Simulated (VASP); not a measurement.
Here is a VASP 6.6.1 calculation.

The input INCAR:

```
SYSTEM = Pb
PREC = Accurate ; ENCUT = 520
EDIFF = 1E-6 ; ISMEAR = 1
SIGMA = 0.15 ; LREAL = .FALSE.
LASPH = .TRUE. ; NELM = 60
ALGO = Normal ; ISIF = 2
LWAVE = .FALSE. ; LCHARG = .FALSE.
GGA = PS ; NBANDS = 21
```

KPOINTS

```
regular mesh
0
G
  5 5 3
  0 0 0
```

Contents of POSCAR:

```
Pb
1.0
    2.0569418400     -3.5658292700      0.0000000000
    2.0569418400      3.5658292700      0.0000000000
    0.0000000000      0.0000000000      7.5599447400
Pb
2
Direct
    0.0010316600      0.9989683400      0.4867318100
    0.9989683400      0.0010316600      0.9867318100
```

Potentials or basis: VASP PAW PBE potentials, release 64 (Pb_d).

The run is started by

```console
$ cat potpaw_PBE.64/Pb_d/POTCAR > POTCAR
$ mpirun -np 1 vasp_std > vasp.out
```

Task: Predict the pressure.

Result: -6.5 GPa.

Task: Predict the band gap on the k mesh.

Result: Zero (band 14 reaches 5.28 eV, above the bottom of band 15 at 1.60 eV).

Stress tensor (GPa, compression positive):
```
-7.20  0.00  0.00
 0.00 -7.18  0.00
 0.00  0.00 -5.11
```

Caveat: the PAW data sets were made with another functional, which shifts forces and pressure a little; spin-orbit coupling is left out, which moves the levels of the heavy elements.
